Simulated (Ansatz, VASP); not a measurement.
Two plane-wave programs on Li2Se

Contents of INCAR:

```
  ALGO = Normal
  EDIFF = 1E-6
  ENCUT = 750
  GGA = PE
  GGA_COMPAT = False
  ISIF = 2
  ISMEAR = -1
  LASPH = True
  LCHARG = True
  LELF = True
  LREAL = False
  LVHAR = True
  LWAVE = False
  NBANDS = 13
  NELM = 120
  PREC = Accurate
  SIGMA = 0.02
```

KPOINTS

```
k-points
0
Gamma
  8 8 8
```

The input POSCAR:

```
Li2Se
1.0
    0.0000000000      3.0234562679      3.0234562679
    3.0234562679      0.0000000000      3.0234562679
    3.0234562679      3.0234562679      0.0000000000
Se Li
1 2
Direct
    0.0000000000      0.0000000000      0.0000000000
    0.2500000000      0.2500000000      0.2500000000
    0.7500000000      0.7500000000      0.7500000000
```

Input for Ansatz:

```yaml
crystal:
  lattice:
    - [0.0, 3.0234562679, 3.0234562679]
    - [3.0234562679, 0.0, 3.0234562679]
    - [3.0234562679, 3.0234562679, 0.0]
  atoms:
    - { symbol: Se, position: [0.0, 0.0, 0.0] }
    - { symbol: Li, position: [0.25, 0.25, 0.25] }
    - { symbol: Li, position: [0.75, 0.75, 0.75] }
kpoints:
  mp_grid: { grid: [8, 8, 8] }
  band_path:
    path:
      - [0.0, 0.0, 0.0]
      - [0.5, 0.0, 0.5]
      - [0.625, 0.25, 0.625]
      - [0.375, 0.375, 0.75]
      - [0.5, 0.5, 0.5]
      - [0.5, 0.25, 0.75]
      - [0.0, 0.5, 0.5]
    npoints: 1
hamiltonian:
  xc: pbe
scf:
  occupations: { method: fermi_dirac, width: 0.02 }
  n_extra_bands: 4
output:
  forces: true
  stress: true
  eigenvalues: true
```

Change from the starting cell: hydrostatic strain +1.0%.

Alike in both runs: task single point; functional PBE; k mesh 8 × 8 × 8; occupations fermi-dirac, width 0.02 eV; no spin polarisation.

```csv
,VASP,Ansatz
version,VASP 6.6.1,Ansatz 0.2.0
potentials or method,"VASP PAW PBE potentials, release 64 (Se, Li_sv)","plane waves, PAW"
plane-wave cutoff (eV),750,420
valence electrons in the cell,12,22
```

VASP gave:

| Property | Result |
| --- | --- |
| gap on the k mesh at the Fermi level (eV) | 2.99 |
| pressure (GPa) | -0.7 |

Q: What did Ansatz give for the same quantities?

A: gap on the k mesh at the Fermi level (eV): 3.00; pressure (GPa): -0.7.

The functional is the same, so the differences come from potentials, cutoffs and numerics. VASP's potentials hold 12 valence electrons a cell and Ansatz's 22, so a difference there can come from the potentials and not from the codes.
